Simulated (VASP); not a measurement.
# MgO in VASP: further runs, part 2 of 2

VASP 6.6.1.

### Step 4. Single point, r2SCAN (uniaxial z strain +5.7%)

POSCAR reads:

```
MgO
1.0
    2.6233491278      0.0000000000      0.0000000000
    0.0000000000      2.6233491278      0.0000000000
    0.0000000000      0.0000000000      2.7736670328
Mg O
1 1
Direct
    0.0000000000      0.0000000000      0.0000000000
    0.5000000000      0.5000000000      0.5000000000
```

INCAR.step1 reads:

```
SYSTEM = MgO
PREC = Accurate
ENCUT = 750
ISMEAR = 0
SIGMA = 0.01
LREAL = .False.
LASPH = .True.
NELM = 120
NBANDS = 15
GGA = PE
ALGO = Normal
EDIFF = 1E-5
LWAVE = .True.
LCHARG = .False.
GGA_COMPAT = .False.
```

INCAR.step2 reads:

```
SYSTEM = MgO
PREC = Accurate
ENCUT = 750
EDIFF = 1E-6
ISMEAR = 0
SIGMA = 0.01
LREAL = .False.
LASPH = .True.
NELM = 120
ALGO = Normal
ISIF = 2
LWAVE = .False.
LCHARG = .False.
METAGGA = R2SCAN
LMIXTAU = .True.
NBANDS = 15
ISTART = 1
GGA_COMPAT = .False.
```

KPOINTS reads:

```
Automatic mesh
0
Gamma
  10 10 10
  0 0 0
```

Potentials or basis: VASP PAW PBE potentials, release 64 (Mg_sv, O).

The run is started by

```
$ cat potpaw_PBE.64/Mg_sv/POTCAR potpaw_PBE.64/O/POTCAR > POTCAR
$ cp INCAR.step1 INCAR
$ mpirun -np 1 vasp_std > vasp.out
$ cp INCAR.step2 INCAR
$ mpirun -np 1 vasp_std > vasp.out
```

OUTCAR:

```text
SYSTEM = MgO
   PREC = Accurate
   ENCUT = 750
   EDIFF = 1E-6
   ISMEAR = 0
   LREAL = .False.
   LASPH = .True.
   NELM = 120
   ISIF = 2
   METAGGA = R2SCAN
   ISTART = 1

 ion  position               nearest neighbor table
   1  0.000  0.000  0.000-
   2  0.500  0.500  0.500-

  LATTYP: Found a simple tetragonal cell.
 ALAT       =     2.6233491278
 C/A-ratio  =     1.0573000000

  Lattice vectors:

 A1 = (   2.6233491278,   0.0000000000,   0.0000000000)
 A2 = (   0.0000000000,   2.6233491278,   0.0000000000)
 A3 = (   0.0000000000,   0.0000000000,   2.7736670328)

Analysis of symmetry for initial positions (statically):
=====================================================================
 Subroutine PRICEL returns:
 Original cell was already a primitive cell.

 Routine SETGRP: Setting up the symmetry group for a
 simple tetragonal supercell.

 Subroutine GETGRP returns: Found 16 space group operations
 (whereof 16 operations were pure point group operations)
 out of a pool of 16 trial point group operations.

The static configuration has the point symmetry D_4h.

Analysis of symmetry for dynamics (positions and initial velocities):
=====================================================================
 Subroutine PRICEL returns:
 Original cell was already a primitive cell.

 Routine SETGRP: Setting up the symmetry group for a
 simple tetragonal supercell.

 Subroutine GETGRP returns: Found 16 space group operations
 (whereof 16 operations were pure point group operations)
 out of a pool of 16 trial point group operations.

The dynamic configuration has the point symmetry D_4h.

 Subroutine INISYM returns: Found 16 space group operations
 (whereof 16 operations are pure point group operations),
 and found     1 'primitive' translations

----------------------------------------------------------------------------------------

                                     Primitive cell

  volume of cell :      19.0883

  direct lattice vectors                    reciprocal lattice vectors
     2.623349128  0.000000000  0.000000000     0.381192114  0.000000000  0.000000000
     0.000000000  2.623349128  0.000000000     0.000000000  0.381192114  0.000000000
     0.000000000  0.000000000  2.773667033     0.000000000  0.000000000  0.360533542

  length of vectors
     2.623349128  2.623349128  2.773667033     0.381192114  0.381192114  0.360533542

  position of ions in fractional coordinates (direct lattice)
     0.000000000  0.000000000  0.000000000
     0.500000000  0.500000000  0.500000000

  ion indices of the primitive-cell ions
   primitive index   ion index
                 1           1
                 2           2

----------------------------------------------------------------------------------------

 KPOINTS: Automatic mesh

Automatic generation of k-mesh.
 Grid dimensions read from file:
 generate k-points for:   10   10   10

 Generating k-lattice:

  Cartesian coordinates                     Fractional coordinates (reciprocal lattice)
     0.038119211  0.000000000  0.000000000     0.100000000  0.000000000  0.000000000
     0.000000000  0.038119211  0.000000000     0.000000000  0.100000000  0.000000000
     0.000000000  0.000000000  0.036053354     0.000000000  0.000000000  0.100000000

  Length of vectors
     0.038119211  0.038119211  0.036053354

  Shift w.r.t. Gamma in fractional coordinates (k-lattice)
     0.000000000  0.000000000  0.000000000

 Subroutine IBZKPT returns following result:
 ===========================================

 Found    126 irreducible k-points:

 Following reciprocal coordinates:
            Coordinates               Weight
  0.000000  0.000000  0.000000      1.000000
  0.100000  0.000000  0.000000      4.000000
  0.200000  0.000000  0.000000      4.000000
  0.300000  0.000000  0.000000      4.000000
  0.400000  0.000000  0.000000      4.000000
  0.500000  0.000000  0.000000      2.000000
[... 16 lines left out ...]
  0.100000  0.000000  0.100000      8.000000
  0.200000  0.000000  0.100000      8.000000
 [... further k-points ...]
   k-points           NKPTS =    126   k-points in BZ     NKDIM =    126   number of bands    NBANDS=     15
   number of dos      NEDOS =    301   number of ions     NIONS =      2
   total plane-waves  NPLWV =  16128
   dimension x,y,z NGX =    24 NGY =   24 NGZ =   28
   dimension x,y,z NGXF=    48 NGYF=   48 NGZF=   56
   ions per type =               1   1
   NGX,Y,Z   is equivalent  to a cutoff of  15.21, 15.21, 16.78 a.u.
   NGXF,Y,Z  is equivalent  to a cutoff of  30.42, 30.42, 33.56 a.u.
 SYSTEM =  MgO
   PREC   = accura    normal or accurate (medium, high low for compatibility)
   ISTART =      1    job   : 0-new  1-cont  2-samecut
   ICHARG =      0    charge: 1-file 2-atom 10-const
   ISPIN  =      1    spin polarized calculation?
   LNONCOLLINEAR =      F non collinear calculations
   LSORBIT =      F    spin-orbit coupling
   LASPH  =      T    aspherical Exc in radial PAW
   ENCUT  =  750.0 eV  55.12 Ry    7.42 a.u.   5.86  5.86  6.19*2*pi/ulx,y,z
   NELM   =    120;   NELMIN=  2; NELMDL=  0     # of ELM steps
   EDIFF  = 0.1E-05   stopping-criterion for ELM
   LREAL  =      F    real-space projection
   EDIFFG = 0.1E-04   stopping-criterion for IOM
   NSW    =      0    number of steps for IOM
   IBRION =     -1    ionic relax: 0-MD 1-quasi-New 2-CG
   NFREE  =      0    steps in history (QN), initial steepest desc. (CG)
   ISIF   =      2    stress and relaxation
   ISYM   =      2    0-nonsym 1-usesym 2-fastsym
   POTIM  = 0.5000    time-step for ionic-motion
   TEBEG  =    0.0;   TEEND  =   0.0 temperature during run
   PSTRESS=    0.0 pullay stress
   NELECT =      16.0000    total number of electrons
   NUPDOWN=      -1.0000    fix difference up-down
   EMIN   =  10.00;   EMAX   =-10.00  energy-range for DOS
   EFERMI =   0.00;   METHOD = LEGACY
   ISMEAR =     0;   SIGMA  =   0.01  broadening in eV -4-tet -1-fermi 0-gaus
   EFERMI_NEDOS =   21; number of points for ismear=-14 and -15
   IALGO  =     38    algorithm
   IMIX   =      4    mixing-type and parameters
     AMIX     =   0.40;   BMIX     =  1.00
     AMIX_MAG =   1.60;   BMIX_MAG =  1.00
  volume/ion in A,a.u.               =       9.54        64.41
  Fermi-wavevector in a.u.,A,eV,Ry     =   1.543569  2.916922 32.417304  2.382605
  Thomas-Fermi vector in A             =   2.649213
   LORBIT       =      0    0 simple, 1 ext, 2 COOP (PROOUT), +10 PAW based schemes
   METAGGA = R2SCAN    functional components
   LHFCALC =     F    Hartree Fock is set to
   AEXX    =    0.0000 exact exchange contribution
   IVDW    =     0    specifies the selected vdW correction
   LEPSILON=     F    determine dielectric tensor
   LRPA    =     F    only Hartree local field effects (RPA)
 non-spin polarized calculation
 Gauss-broadening in eV      SIGMA  =   0.01
  energy-cutoff  :      750.00
  volume of cell :       19.09
 maximum number of plane-waves:       913
 NGX is ok and might be reduce to    24
   NGX = 11   NGY = 11   NGZ = 13

 number of electron      16.0000003 magnetization

 Free energy of the ion-electron system (eV)
  ---------------------------------------------------
  ext. energy  EPLUGINS =         0.00000000
  ---------------------------------------------------
  free energy    TOTEN  =       -14.44935267 eV

  energy without entropy =      -14.44935267  energy(sigma->0) =      -14.44935267

 E-fermi :   4.3268     XC(G=0): -12.0388

 val. band max:        4.2763192317   @ k =   0.5000   0.0000   0.5000
 cond. band min:       6.9633133509   @ k =   0.0000   0.0000   0.0000
 fundamental gap:      2.6869941192
 Fermi energy:         4.3267655117

 k-point     1 :       0.0000    0.0000    0.0000
  band No.  band energies     occupation
      1     -73.6721      2.00000
      2     -38.7467      2.00000
      3     -38.7467      2.00000
      4     -38.7202      2.00000
      5     -15.1206      2.00000
      6       2.5442      2.00000
      7       3.3731      2.00000
      8       3.3731      2.00000
      9       6.9633      0.00000
     10      15.0385      0.00000
     11      15.9522      0.00000
     12      24.1195      0.00000
     13      25.6706      0.00000
     14      25.6706      0.00000
     15      31.8387      0.00000
[... 397 lines left out ...]
 k-point    24 :       0.2000    0.0000    0.1000
  band No.  band energies     occupation
      1     -73.6671      2.00000
      2     -38.7897      2.00000
      3     -38.7421      2.00000
      4     -38.7227      2.00000
      5     -14.6787      2.00000
      6       0.9860      2.00000
      7       2.1729      2.00000
      8       3.5643      2.00000
      9       9.0974      0.00000
     10      16.0548      0.00000
     11      16.2187      0.00000
     12      23.0336      0.00000
     13      25.1346      0.00000
     14      27.1738      0.00000
     15      27.7695      0.00000

 [... further k-points ...]
[... 5 lines left out ...]
  --------------------------------------------------------------------------------------
  -------------------------------------------------------------------------------------
  Total        0.5041989      0.5041989     -3.7125645      0.0000000      0.0000000      0.0000000
  in kB       42.3200337     42.3200337   -311.6148069      0.0000000      0.0000000      0.0000000
  external PRESSURE =     -75.6582465 kB  Pullay stress =       0.0000000 kB

 VOLUME and BASIS-vectors are now :
 -----------------------------------------------------------------------------
  energy-cutoff  :      750.00
  volume of cell :       19.09
      direct lattice vectors                 reciprocal lattice vectors
     2.623349128  0.000000000  0.000000000     0.381192114  0.000000000  0.000000000
     0.000000000  2.623349128  0.000000000     0.000000000  0.381192114  0.000000000
     0.000000000  0.000000000  2.773667033     0.000000000  0.000000000  0.360533542

 POSITION                                       TOTAL-FORCE (eV/Angst)
 -----------------------------------------------------------------------------------
      0.00000      0.00000      0.00000         0.000000      0.000000      0.000000
      1.31167      1.31167      1.38683         0.000000      0.000000      0.000000
 -----------------------------------------------------------------------------------
    total drift:                                0.000000      0.000000     -0.000000

  FREE ENERGIE OF THE ION-ELECTRON SYSTEM (eV)
  ---------------------------------------------------
  free  energy   TOTEN  =       -14.4493526662 eV

  energy  without entropy=      -14.4493526662  energy(sigma->0) =      -14.44935267
```

Wall time 92 s (1 thread of Intel Xeon Platinum 8488C (Sapphire Rapids), shared host); peak memory 0.18 GiB.

What came out:

| Property | Result |
| --- | --- |
| Free energy | -14.4494 eV |
| Pressure | -7.6 GPa |
| Band gap on the k mesh | 2.69 eV (least direct gap 3.59 eV) |

Stress tensor (GPa, compression positive):
```
  4.23   0.00   0.00
  0.00   4.23   0.00
  0.00   0.00 -31.16
```

Caveat: the cell differs from its parent crystal (uniaxial z strain +5.7%); the cell stands under tension; the PAW data sets were made with another functional, which shifts forces and pressure a little.

### Step 5. Summary

| cell | gap on the mesh (eV) | pressure (GPa) |
| --- | --- | --- |
| a = 2.624, b = 2.624, c = 2.623 Å, angles 90.0, 90.0, 87.5°, 2 atoms | 3.54 | 0.1 |
| a = 2.601, b = 2.601, c = 2.618 Å, 2 atoms | 3.69 | 3.2 |
| a = 2.623, b = 2.623, c = 2.774 Å, 2 atoms | 2.69 | -7.6 |

Alike in all rows: task single point; level r2SCAN; potentials or basis VASP PAW PBE potentials, release 64 (Mg_sv, O); no spin polarisation; k mesh 10 × 10 × 10; cutoff (eV) 750; smearing gaussian 0.01 eV.

Caveats: the PAW data sets were made with another functional, which shifts forces and pressure a little; the cell stands under pressure (at least some runs); the cell stands under tension (at least some runs).

Total energies depend on the potentials used, so only differences within one code and one set of settings carry meaning.
